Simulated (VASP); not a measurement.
# Ca3Pb2 (Pm-3m) in VASP: single point with PBE

Aim: the single point of Ca3Pb2 with PBE.

Everything below comes from runs of VASP 6.6.1. Logs are shortened: lines on timing, memory, paths and dates and some standing lists are left out, and cuts for length are marked.

## 1. The cell of the first run

It takes space group Pm-3m (No. 221, cubic). The conventional cell has a = 5.947 Å, b = 5.947 Å, c = 5.947 Å, α = 90.00°, β = 90.00°, γ = 90.00°. Within 3.9 Å of Ca (site symmetry 4/mmm) lie 2 Pb at 2.97 Å. Within 3.9 Å of Pb (site symmetry m-3m) lie 6 Ca at 2.97 Å. Pb (site symmetry m-3m) has 12 Ca at 4.21 Å and 8 Pb at 5.15 Å within 5.5 Å.

## 2. Single point, PBE, collinear spin

Contents of INCAR:

```
ALGO = Normal
EDIFF = 1E-6
ENCUT = 500
GGA = PE
GGA_COMPAT = F
ISIF = 2
ISMEAR = 0
ISPIN = 2
LASPH = T
LCHARG = T
LELF = T
LORBIT = 11
LREAL = F
LVHAR = T
LWAVE = F
MAGMOM = 0.2 0.2 0.2 0.2 0.2
NBANDS = 41
NELM = 200
PREC = Accurate
SIGMA = 0.1
```

Contents of KPOINTS:

```
k-points
0
Gamma
  6 6 6
```

Contents of POSCAR:

```
Ca3Pb2
1.0
    5.9473152929      0.0000000000      0.0000000000
    0.0000000000      5.9473152929      0.0000000000
    0.0000000000      0.0000000000      5.9473152929
Ca Pb
3 2
Direct
    0.5000000000      0.0000000000      0.0000000000
    0.0000000000      0.5000000000      0.0000000000
    0.0000000000      0.0000000000      0.5000000000
    0.0000000000      0.0000000000      0.0000000000
    0.5000000000      0.5000000000      0.5000000000
```

Potentials or basis: VASP PAW PBE potentials, release 64 (Ca_sv, Pb_d).

Started as:

```
$ cat potpaw_PBE.64/Ca_sv/POTCAR potpaw_PBE.64/Pb_d/POTCAR > POTCAR
$ mpirun -np 1 vasp_std > vasp.out
```

OUTCAR:

```text
EDIFF = 1E-6
   ENCUT = 500
   GGA = PE
   ISIF = 2
   ISMEAR = 0
   ISPIN = 2
   LASPH = T
   LORBIT = 11
   LREAL = F
   NELM = 200
   PREC = Accurate

 ion  position               nearest neighbor table
   1  0.500  0.000  0.000-   4 2.97   4 2.97
   2  0.000  0.500  0.000-   4 2.97   4 2.97
   3  0.000  0.000  0.500-   4 2.97   4 2.97
   4  0.000  0.000  0.000-   1 2.97   2 2.97   3 2.97   3 2.97   2 2.97   1 2.97
   5  0.500  0.500  0.500-

  LATTYP: Found a simple cubic cell.
 ALAT       =     5.9473152929

  Lattice vectors:

 A1 = (   5.9473152929,   0.0000000000,   0.0000000000)
 A2 = (   0.0000000000,   5.9473152929,   0.0000000000)
 A3 = (   0.0000000000,   0.0000000000,   5.9473152929)

Analysis of symmetry for initial positions (statically):
=====================================================================
 Subroutine PRICEL returns:
 Original cell was already a primitive cell.

 Routine SETGRP: Setting up the symmetry group for a
 simple cubic supercell.

 Subroutine GETGRP returns: Found 48 space group operations
 (whereof 48 operations were pure point group operations)
 out of a pool of 48 trial point group operations.

The static configuration has the point symmetry O_h .

Analysis of symmetry for dynamics (positions and initial velocities):
=====================================================================
 Subroutine PRICEL returns:
 Original cell was already a primitive cell.

 Routine SETGRP: Setting up the symmetry group for a
 simple cubic supercell.

 Subroutine GETGRP returns: Found 48 space group operations
 (whereof 48 operations were pure point group operations)
 out of a pool of 48 trial point group operations.

The dynamic configuration has the point symmetry O_h .

Analysis of structural, dynamic, and magnetic symmetry:
=====================================================================
 Subroutine PRICEL returns:
 Original cell was already a primitive cell.

 Routine SETGRP: Setting up the symmetry group for a
 simple cubic supercell.

 Subroutine GETGRP returns: Found 48 space group operations
 (whereof 48 operations were pure point group operations)
 out of a pool of 48 trial point group operations.

The overall configuration has the point symmetry O_h .

 Subroutine INISYM returns: Found 48 space group operations
 (whereof 48 operations are pure point group operations),
 and found     1 'primitive' translations

----------------------------------------------------------------------------------------

                                     Primitive cell

  volume of cell :     210.3599

  direct lattice vectors                    reciprocal lattice vectors
     5.947315293  0.000000000  0.000000000     0.168143095  0.000000000  0.000000000
     0.000000000  5.947315293  0.000000000     0.000000000  0.168143095  0.000000000
     0.000000000  0.000000000  5.947315293     0.000000000  0.000000000  0.168143095

  length of vectors
     5.947315293  5.947315293  5.947315293     0.168143095  0.168143095  0.168143095

  position of ions in fractional coordinates (direct lattice)
     0.500000000  0.000000000  0.000000000
     0.000000000  0.500000000  0.000000000
     0.000000000  0.000000000  0.500000000
     0.000000000  0.000000000  0.000000000
     0.500000000  0.500000000  0.500000000

  ion indices of the primitive-cell ions
   primitive index   ion index
                 1           1
                 2           2
                 3           3
                 4           4
                 5           5

----------------------------------------------------------------------------------------

 KPOINTS: k-points

Automatic generation of k-mesh.
 Grid dimensions read from file:
 generate k-points for:    6    6    6

 Generating k-lattice:

  Cartesian coordinates                     Fractional coordinates (reciprocal lattice)
     0.028023849  0.000000000  0.000000000     0.166666667  0.000000000  0.000000000
     0.000000000  0.028023849  0.000000000     0.000000000  0.166666667  0.000000000
     0.000000000  0.000000000  0.028023849     0.000000000  0.000000000  0.166666667

  Length of vectors
     0.028023849  0.028023849  0.028023849

  Shift w.r.t. Gamma in fractional coordinates (k-lattice)
     0.000000000  0.000000000  0.000000000

 Subroutine IBZKPT returns following result:
 ===========================================

 Found     20 irreducible k-points:

 Following reciprocal coordinates:
            Coordinates               Weight
  0.000000  0.000000  0.000000      1.000000
  0.166667  0.000000  0.000000      6.000000
  0.333333  0.000000  0.000000      6.000000
  0.500000  0.000000  0.000000      3.000000
  0.166667  0.166667  0.000000     12.000000
  0.333333  0.166667  0.000000     24.000000
[... 12 lines left out ...]
  0.500000  0.500000  0.333333      6.000000
  0.500000  0.500000  0.500000      1.000000
   k-points           NKPTS =     20   k-points in BZ     NKDIM =     20   number of bands    NBANDS=     41
   number of dos      NEDOS =    301   number of ions     NIONS =      5
   total plane-waves  NPLWV = 110592
   dimension x,y,z NGX =    48 NGY =   48 NGZ =   48
   dimension x,y,z NGXF=    96 NGYF=   96 NGZF=   96
   ions per type =               3   2
   NGX,Y,Z   is equivalent  to a cutoff of  13.42, 13.42, 13.42 a.u.
   NGXF,Y,Z  is equivalent  to a cutoff of  26.83, 26.83, 26.83 a.u.
 SYSTEM =  unknown system
   PREC   = accura    normal or accurate (medium, high low for compatibility)
   ISTART =      0    job   : 0-new  1-cont  2-samecut
   ICHARG =      2    charge: 1-file 2-atom 10-const
   ISPIN  =      2    spin polarized calculation?
   LNONCOLLINEAR =      F non collinear calculations
   LSORBIT =      F    spin-orbit coupling
   LASPH  =      T    aspherical Exc in radial PAW
   ENCUT  =  500.0 eV  36.75 Ry    6.06 a.u.  10.84 10.84 10.84*2*pi/ulx,y,z
   NELM   =    200;   NELMIN=  2; NELMDL= -5     # of ELM steps
   EDIFF  = 0.1E-05   stopping-criterion for ELM
   LREAL  =      F    real-space projection
   EDIFFG = 0.1E-04   stopping-criterion for IOM
   NSW    =      0    number of steps for IOM
   IBRION =     -1    ionic relax: 0-MD 1-quasi-New 2-CG
   NFREE  =      0    steps in history (QN), initial steepest desc. (CG)
   ISIF   =      2    stress and relaxation
   ISYM   =      2    0-nonsym 1-usesym 2-fastsym
   POTIM  = 0.5000    time-step for ionic-motion
   TEBEG  =    0.0;   TEEND  =   0.0 temperature during run
   PSTRESS=    0.0 pullay stress
   NELECT =      58.0000    total number of electrons
   NUPDOWN=      -1.0000    fix difference up-down
   EMIN   =  10.00;   EMAX   =-10.00  energy-range for DOS
   EFERMI =   0.00;   METHOD = LEGACY
   ISMEAR =     0;   SIGMA  =   0.10  broadening in eV -4-tet -1-fermi 0-gaus
   EFERMI_NEDOS =   21; number of points for ismear=-14 and -15
   IALGO  =     38    algorithm
   IMIX   =      4    mixing-type and parameters
     AMIX     =   0.40;   BMIX     =  1.00
     AMIX_MAG =   1.60;   BMIX_MAG =  1.00
  volume/ion in A,a.u.               =      42.07       283.92
  Fermi-wavevector in a.u.,A,eV,Ry     =   1.065524  2.013548 15.447255  1.135341
  Thomas-Fermi vector in A             =   2.201078
   LORBIT       =     11    0 simple, 1 ext, 2 COOP (PROOUT), +10 PAW based schemes
   GGA     = PE    functional components
   LHFCALC =     F    Hartree Fock is set to
   AEXX    =    0.0000 exact exchange contribution
   IVDW    =     0    specifies the selected vdW correction
   LEPSILON=     F    determine dielectric tensor
   LRPA    =     F    only Hartree local field effects (RPA)
 spin polarized calculation
 Gauss-broadening in eV      SIGMA  =   0.10
  energy-cutoff  :      500.00
  volume of cell :      210.36
 maximum number of plane-waves:      5400
 NGX is ok and might be reduce to    48
   NGX = 21   NGY = 21   NGZ = 21

 number of electron      57.9999997 magnetization       0.1660612

 Free energy of the ion-electron system (eV)
  ---------------------------------------------------
  ext. energy  EPLUGINS =         0.00000000
  ---------------------------------------------------
  free energy    TOTEN  =       -13.45690829 eV

  energy without entropy =      -13.42291625  energy(sigma->0) =      -13.43991227

 E-fermi :   2.4077     XC(G=0):  -7.9341

 val. band max:        2.4025181990   @ k =   0.5000   0.3333   0.0000
 cond. band min:       2.4172547769   @ k =   0.5000   0.5000   0.0000
 fundamental gap:      0.0147365780
 Fermi energy:         2.4076943650

 spin component 1

 k-point     1 :       0.0000    0.0000    0.0000
  band No.  band energies     occupation
      1     -39.2165      1.00000
      2     -39.2112      1.00000
      3     -39.2112      1.00000
      4     -20.2538      1.00000
      5     -20.2538      1.00000
      6     -20.2538      1.00000
[... 33 lines left out ...]
     40       5.9974      0.00000
     41       5.9974      0.00000

 k-point     2 :       0.1667    0.0000    0.0000
  band No.  band energies     occupation
      1     -39.2162      1.00000
      2     -39.2115      1.00000
      3     -39.2112      1.00000
      4     -20.2527      1.00000
      5     -20.2526      1.00000
      6     -20.2526      1.00000
[... 33 lines left out ...]
     40       6.0033      0.00000
     41       6.1033      0.00000

 k-point     3 :       0.3333    0.0000    0.0000
  band No.  band energies     occupation
      1     -39.2153      1.00000
      2     -39.2121      1.00000
      3     -39.2112      1.00000
      4     -20.2497      1.00000
      5     -20.2497      1.00000
      6     -20.2496      1.00000
[... 698 lines left out ...]
      1     -39.2127      1.00000
      2     -39.2127      1.00000
      3     -39.2127      1.00000
      4     -20.2635      1.00000
      5     -20.2608      1.00000
      6     -20.2608      1.00000
[... 33 lines left out ...]
     40       6.3512      0.00000
     41       6.3617      0.00000

 k-point    20 :       0.5000    0.5000    0.5000
  band No.  band energies     occupation
      1     -39.2127      1.00000
      2     -39.2127      1.00000
      3     -39.2127      1.00000
      4     -20.2635      1.00000
      5     -20.2635      1.00000
      6     -20.2635      1.00000
[... 33 lines left out ...]
     40       6.4743      0.00000
     41       6.4972      0.00000
 Fermi energy:         2.4076943650

 spin component 2

 k-point     1 :       0.0000    0.0000    0.0000
  band No.  band energies     occupation
      1     -39.2125      1.00000
      2     -39.2072      1.00000
      3     -39.2072      1.00000
      4     -20.2494      1.00000
      5     -20.2494      1.00000
      6     -20.2494      1.00000
[... 33 lines left out ...]
     40       6.0067      0.00000
     41       6.0067      0.00000

 k-point     2 :       0.1667    0.0000    0.0000
  band No.  band energies     occupation
      1     -39.2121      1.00000
      2     -39.2075      1.00000
      3     -39.2072      1.00000
      4     -20.2483      1.00000
      5     -20.2482      1.00000
      6     -20.2482      1.00000
[... 33 lines left out ...]
     40       6.0127      0.00000
     41       6.1132      0.00000

 k-point     3 :       0.3333    0.0000    0.0000
  band No.  band energies     occupation
      1     -39.2113      1.00000
      2     -39.2081      1.00000
      3     -39.2072      1.00000
      4     -20.2453      1.00000
      5     -20.2453      1.00000
      6     -20.2451      1.00000
[... 699 lines left out ...]
      2     -39.2087      1.00000
      3     -39.2087      1.00000
      4     -20.2591      1.00000
      5     -20.2564      1.00000
      6     -20.2564      1.00000
[... 33 lines left out ...]
     40       6.3528      0.00000
     41       6.3681      0.00000

 k-point    20 :       0.5000    0.5000    0.5000
  band No.  band energies     occupation
      1     -39.2086      1.00000
      2     -39.2086      1.00000
      3     -39.2086      1.00000
      4     -20.2591      1.00000
      5     -20.2591      1.00000
      6     -20.2591      1.00000
[... 33 lines left out ...]
     40       6.4757      0.00000
     41       6.5063      0.00000

------------------------ aborting loop because EDIFF is reached ----------------------------------------

  FORCE on cell =-STRESS in cart. coord.  units (eV):
  Direction    XX          YY          ZZ          XY          YZ          ZX
  --------------------------------------------------------------------------------------
  -------------------------------------------------------------------------------------
  Total        0.0213129      0.0213129      0.0213129     -0.0000000      0.0000000     -0.0000000
  in kB        0.1623264      0.1623264      0.1623264     -0.0000000      0.0000000     -0.0000000
  external PRESSURE =       0.1623264 kB  Pullay stress =       0.0000000 kB

 VOLUME and BASIS-vectors are now :
 -----------------------------------------------------------------------------
  energy-cutoff  :      500.00
  volume of cell :      210.36
      direct lattice vectors                 reciprocal lattice vectors
     5.947315293  0.000000000  0.000000000     0.168143095  0.000000000  0.000000000
     0.000000000  5.947315293  0.000000000     0.000000000  0.168143095  0.000000000
     0.000000000  0.000000000  5.947315293     0.000000000  0.000000000  0.168143095

 POSITION                                       TOTAL-FORCE (eV/Angst)
 -----------------------------------------------------------------------------------
      2.97366      0.00000      0.00000         0.000000      0.000000      0.000000
      0.00000      2.97366      0.00000         0.000000      0.000000      0.000000
      0.00000      0.00000      2.97366         0.000000      0.000000      0.000000
      0.00000      0.00000      0.00000         0.000000      0.000000      0.000000
      2.97366      2.97366      2.97366         0.000000      0.000000      0.000000
 -----------------------------------------------------------------------------------
    total drift:                                0.000000     -0.000000      0.000000

  FREE ENERGIE OF THE ION-ELECTRON SYSTEM (eV)
  ---------------------------------------------------
  free  energy   TOTEN  =       -13.4569082881 eV

  energy  without entropy=      -13.4229162456  energy(sigma->0) =      -13.43991227

 total charge

# of ion       s       p       d       tot
------------------------------------------
    1        2.055   5.841   0.204   8.100
    2        2.055   5.841   0.204   8.100
    3        2.055   5.841   0.204   8.100
    4        1.283   1.282   9.753  12.318
    5        1.355   0.741   9.788  11.883
--------------------------------------------------
tot          8.803  19.546  20.153  48.501

 magnetization (x)

# of ion       s       p       d       tot
------------------------------------------
    1       -0.000   0.000   0.004   0.005
    2       -0.000   0.000   0.004   0.005
    3       -0.000   0.000   0.004   0.005
    4       -0.000   0.005   0.000   0.005
    5       -0.001   0.035  -0.000   0.034
--------------------------------------------------
tot         -0.001   0.041   0.013   0.053
```

Wall time 8.8 min (1 thread of Intel Xeon 8259CL, shared host); peak memory 0.54 GiB.

What came out:

```
Free energy                                           : -13.4569 eV
Pressure                                              : 0.0 GPa
Net moment                                            : 0.17 μB per cell
Site moments                                          : Ca +0.01; Pb +0.01, +0.03 μB
Valence electrons inside the program's atomic spheres : Ca 8.10; Pb 12.32, 11.88
```

Caveat: spin-orbit coupling is left out, which moves the levels of the heavy elements.
